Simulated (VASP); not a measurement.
# KRb2 (Fm-3m) in VASP: further runs, part 2 of 2

VASP 6.6.1. Earlier steps stand in the parts before.

## Step 3: Single point, PBE

This run uses another cell than the first one, of 99.93 Å³/atom.

Input file INCAR:

```
SYSTEM = KRb2
PREC = Accurate ; ENCUT = 520
EDIFF = 1E-6 ; ISMEAR = 0
SIGMA = 0.1 ; LREAL = .False.
LASPH = .True. ; NELM = 80
ALGO = Normal ; ISIF = 2
LWAVE = .False. ; LCHARG = .False.
GGA = PE ; NBANDS = 20
```

Input file KPOINTS:

```
regular mesh
0
Gamma
  4 4 4
  0 0 0
```

Input file POSCAR:

```
KRb2
1.0
    0.0000000000      5.3120049191      5.3120049191
    5.3120049191      0.0000000000      5.3120049191
    5.3120049191      5.3120049191      0.0000000000
K Rb
1 2
Direct
    0.0000000000      0.0000000000      0.0000000000
    0.7500000000      0.7500000000      0.7500000000
    0.2500000000      0.2500000000      0.2500000000
```

Potentials or basis: VASP PAW PBE potentials, release 64 (K_sv, Rb_sv).

Run with:

```console
> cat potpaw_PBE.64/K_sv/POTCAR potpaw_PBE.64/Rb_sv/POTCAR > POTCAR
> mpirun -np 1 vasp_std > vasp.out
```

OUTCAR:

```text
SYSTEM = KRb2
   PREC = Accurate
   ENCUT = 520
   EDIFF = 1E-6
   ISMEAR = 0
   LREAL = .False.
   LASPH = .True.
   NELM = 80
   ISIF = 2
   GGA = PE

 ion  position               nearest neighbor table
   1  0.000  0.000  0.000-   2 4.60   2 4.60   2 4.60   2 4.60   3 4.60   3 4.60   3 4.60   3 4.60

   2  0.750  0.750  0.750-   1 4.60   1 4.60   1 4.60   1 4.60   3 5.31   3 5.31   3 5.31   3 5.31
                             3 5.31   3 5.31
   3  0.250  0.250  0.250-   1 4.60   1 4.60   1 4.60   1 4.60   2 5.31   2 5.31   2 5.31   2 5.31
                             2 5.31   2 5.31

  LATTYP: Found a face centered cubic cell.
 ALAT       =    10.6240098382

  Lattice vectors:

 A1 = (   0.0000000000,   5.3120049191,   5.3120049191)
 A2 = (   5.3120049191,   0.0000000000,   5.3120049191)
 A3 = (   5.3120049191,   5.3120049191,   0.0000000000)

Analysis of symmetry for initial positions (statically):
=====================================================================
 Subroutine PRICEL returns:
 Original cell was already a primitive cell.

 Routine SETGRP: Setting up the symmetry group for a
 face centered cubic supercell.

 Subroutine GETGRP returns: Found 48 space group operations
 (whereof 48 operations were pure point group operations)
 out of a pool of 48 trial point group operations.

The static configuration has the point symmetry O_h .

Analysis of symmetry for dynamics (positions and initial velocities):
=====================================================================
 Subroutine PRICEL returns:
 Original cell was already a primitive cell.

 Routine SETGRP: Setting up the symmetry group for a
 face centered cubic supercell.

 Subroutine GETGRP returns: Found 48 space group operations
 (whereof 48 operations were pure point group operations)
 out of a pool of 48 trial point group operations.
[... 100 lines left out ...]
   EFERMI =   0.00;   METHOD = LEGACY
   ISMEAR =     0;   SIGMA  =   0.10  broadening in eV -4-tet -1-fermi 0-gaus
   EFERMI_NEDOS =   21; number of points for ismear=-14 and -15
   IALGO  =     38    algorithm
   IMIX   =      4    mixing-type and parameters
     AMIX     =   0.40;   BMIX     =  1.00
     AMIX_MAG =   1.60;   BMIX_MAG =  1.00
  volume/ion in A,a.u.               =      99.93       674.34
  Fermi-wavevector in a.u.,A,eV,Ry     =   0.733828  1.386734  7.326786  0.538504
  Thomas-Fermi vector in A             =   1.826632
   LORBIT       =      0    0 simple, 1 ext, 2 COOP (PROOUT), +10 PAW based schemes
   GGA     = PE    functional components
   LHFCALC =     F    Hartree Fock is set to
   AEXX    =    0.0000 exact exchange contribution
   IVDW    =     0    specifies the selected vdW correction
   LEPSILON=     F    determine dielectric tensor
   LRPA    =     F    only Hartree local field effects (RPA)
 non-spin polarized calculation
 Gauss-broadening in eV      SIGMA  =   0.10
  energy-cutoff  :      520.00
  volume of cell :      299.78
 maximum number of plane-waves:      8144
   NGX = 27   NGY = 27   NGZ = 27

 number of electron      27.0000001 magnetization

 Free energy of the ion-electron system (eV)
  ---------------------------------------------------
  ext. energy  EPLUGINS =         0.00000000
  ---------------------------------------------------
  free energy    TOTEN  =        -2.58762452 eV

  energy without entropy =       -2.55951545  energy(sigma->0) =       -2.57356999

 E-fermi :  -0.3983     XC(G=0):  -5.0932

 val. band max:       -0.4332787378   @ k =   0.5000   0.2500   0.0000
 cond. band min:      -0.0577570329   @ k =  -0.2500   0.2500   0.0000
 fundamental gap:      0.3755217049
 Fermi energy:        -0.3983412814

 k-point     1 :       0.0000    0.0000    0.0000
  band No.  band energies     occupation
      1     -32.6768      2.00000
      2     -29.3508      2.00000
      3     -29.3490      2.00000
      4     -16.1620      2.00000
      5     -16.1620      2.00000
      6     -16.1620      2.00000
[... 173 lines left out ...]
     19       1.7213      0.00000
     20       1.8103      0.00000

------------------------ aborting loop because EDIFF is reached ----------------------------------------

  FORCE on cell =-STRESS in cart. coord.  units (eV):
  Direction    XX          YY          ZZ          XY          YZ          ZX
  --------------------------------------------------------------------------------------
  -------------------------------------------------------------------------------------
  Total        0.0897638      0.0897638      0.0897638     -0.0000000     -0.0000000      0.0000000
  in kB        0.4797404      0.4797404      0.4797404     -0.0000000     -0.0000000      0.0000000
  external PRESSURE =       0.4797404 kB  Pullay stress =       0.0000000 kB

 VOLUME and BASIS-vectors are now :
 -----------------------------------------------------------------------------
  energy-cutoff  :      520.00
  volume of cell :      299.78
      direct lattice vectors                 reciprocal lattice vectors
     0.000000000  5.312004919  5.312004919    -0.094126419  0.094126419  0.094126419
     5.312004919  0.000000000  5.312004919     0.094126419 -0.094126419  0.094126419
     5.312004919  5.312004919  0.000000000     0.094126419  0.094126419 -0.094126419

 POSITION                                       TOTAL-FORCE (eV/Angst)
 -----------------------------------------------------------------------------------
      0.00000      0.00000      0.00000         0.000000     -0.000000      0.000000
      7.96801      7.96801      7.96801         0.000000      0.000000      0.000000
      2.65600      2.65600      2.65600        -0.000000     -0.000000     -0.000000
 -----------------------------------------------------------------------------------
    total drift:                               -0.000000     -0.000000      0.000000

  FREE ENERGIE OF THE ION-ELECTRON SYSTEM (eV)
  ---------------------------------------------------
  free  energy   TOTEN  =        -2.5876245169 eV

  energy  without entropy=       -2.5595154537  energy(sigma->0) =       -2.57356999
```

stdout:

```text
POSCAR found type information on POSCAR K Rb
 POSCAR found :  2 types and       3 ions
 scaLAPACK will be used
 LDA part: xc-table for (Slater+PW92), standard interpolation
 POSCAR, INCAR and KPOINTS ok, starting setup
 FFT: planning ... GRIDC
 FFT: planning ... GRID_SOFT
 FFT: planning ... GRID
 WAVECAR not read
 entering main loop
```

It took 69 s on 1 thread of Oxide Virtual Turin-like, shared host; peak memory 0.4 GiB.

What came out:

```yaml
Free_energy: -2.5876 eV
Pressure: 0.0 GPa
Band_gap_on_the_k_mesh: zero (an odd number of electrons rules out a gap without spin polarisation)
```

Levels at points of the mesh, in eV from the Fermi level:
| k point | band 10 | band 11 | band 12 | band 13 | band 14 | band 15 | band 16 | band 17 |
| --- | --- | --- | --- | --- | --- | --- | --- | --- |
| (0.00, 0.00, 0.00) | -13.02 | -13.02 | -13.02 | -1.78 | 1.52 | 1.52 | 1.52 | 1.84 |
| (0.50, 0.00, 0.00) | -13.04 | -13.03 | -13.03 | -0.81 | -0.46 | 1.56 | 1.56 | 1.63 |
| (0.50, 0.50, 0.00) | -13.02 | -13.02 | -13.02 | -0.42 | -0.25 | 0.79 | 0.80 | 1.17 |

## Step 4: Relaxation of cell and atoms, PBE

Input file INCAR:

```
ALGO = Normal
EDIFF = 1E-7
EDIFFG = -0.04
ENCUT = 600
GGA = PE
IBRION = 2
ISIF = 3
ISMEAR = 0
LASPH = True
LCHARG = False
LREAL = False
LWAVE = False
NELM = 60
NSW = 90
PREC = Accurate
SIGMA = 0.1
```

Input file KPOINTS:

```
k-points
0
Gamma
  4 4 4
```

Input file POSCAR:

```
KRb2
1.0
    0.0000000000      3.9025634400      3.9025634400
    3.9025634400      0.0000000000      3.9025634400
    3.9025634400      3.9025634400      0.0000000000
K Rb
1 2
Direct
    0.0000000000      0.0000000000      0.0000000000
    0.7500000000      0.7500000000      0.7500000000
    0.2500000000      0.2500000000      0.2500000000
```

Run with:

```console
> cat potpaw_PBE.64/K_sv/POTCAR potpaw_PBE.64/Rb_sv/POTCAR > POTCAR
> mpirun -np 1 vasp_std > vasp.out
```

Wall time 4.1 min (1 thread of Oxide Virtual Turin-like, shared host); peak memory 0.3 GiB.

Results (log left out):

```yaml
Free_energy: -2.5714 eV
Relaxed_volume: 99.94 Å³/atom
Relaxed_cell: a = 7.513 Å, b = 7.513 Å, c = 7.513 Å, α = 60.00°, β = 60.00°, γ = 60.00°
Space_group_after_relaxing_to_0.1_Å: Fm-3m (No. 225)
Energy_gained_by_relaxing: 890.2 meV/atom
Ionic_steps: 5
Pressure_after_relaxing: 0.0 GPa
Band_gap_on_the_k_mesh: zero (an odd number of electrons rules out a gap without spin polarisation)
```

The path:
```
step  energy change (eV)  largest force (eV/Å)  pressure (GPa)  volume (Å³)
   1              0.0000                0.0000            8.69       118.87
   2             -1.4979                0.0000            3.97       159.79
   3             -2.5540                0.0000            0.74       242.75
   4             -2.6606                0.0000            0.18       282.42
   5             -2.6705                0.0000            0.01       299.82
```

Final structure:
```yaml
crystal:
  lattice:
    - [0.00000, 5.31221, 5.31221]
    - [5.31221, 0.00000, 5.31221]
    - [5.31221, 5.31221, 0.00000]
  atoms:
    - { symbol: K, position: [0.00000, 0.00000, 0.00000] }
    - { symbol: Rb, position: [0.75000, 0.75000, 0.75000] }
    - { symbol: Rb, position: [0.25000, 0.25000, 0.25000] }
```

Levels at points of the mesh, in eV from the Fermi level:
```tsv
k point	band 9	band 10	band 11	band 12	band 13	band 14	band 15	band 16	band 17
(0.00, 0.00, 0.00)	-13.05	-13.02	-13.02	-13.02	-1.78	1.52	1.52	1.52	1.84
(0.50, 0.00, 0.00)	-13.04	-13.04	-13.04	-13.04	-0.81	-0.46	1.56	1.62	1.62
(0.50, 0.50, 0.00)	-13.05	-13.02	-13.02	-13.02	-0.42	-0.25	0.79	0.80	1.17
```

Caveat: the volume moved by over 15 % at a fixed basis, so the end points are rough.

## Step 5: The runs side by side

```csv
task,cell,cutoff (eV),gap on the mesh (eV),pressure (GPa)
single point,"a = 5.519 Å, angles 60.0°, 3 atoms",520,none,8.7
single point,"a = 7.512 Å, angles 60.0°, 3 atoms",520,none,0.0
relaxation of cell and atoms,"relaxed from a = 5.519 Å, angles 60.0°, 3 atoms",600,none,0.0
```

Alike in all rows: level PBE; potentials or basis VASP PAW PBE potentials, release 64 (K_sv, Rb_sv); no spin polarisation; k mesh 4 × 4 × 4; smearing gaussian 0.1 eV.

Caveats: the cell stands under pressure (at least some runs); the volume moved by over 15 % at a fixed basis, so the end points are rough (at least some runs).

Total energies depend on the potentials used, so only differences within one code and one set of settings carry meaning.

The gap in the log of VASP goes by the Fermi energy; the results here count the filled bands.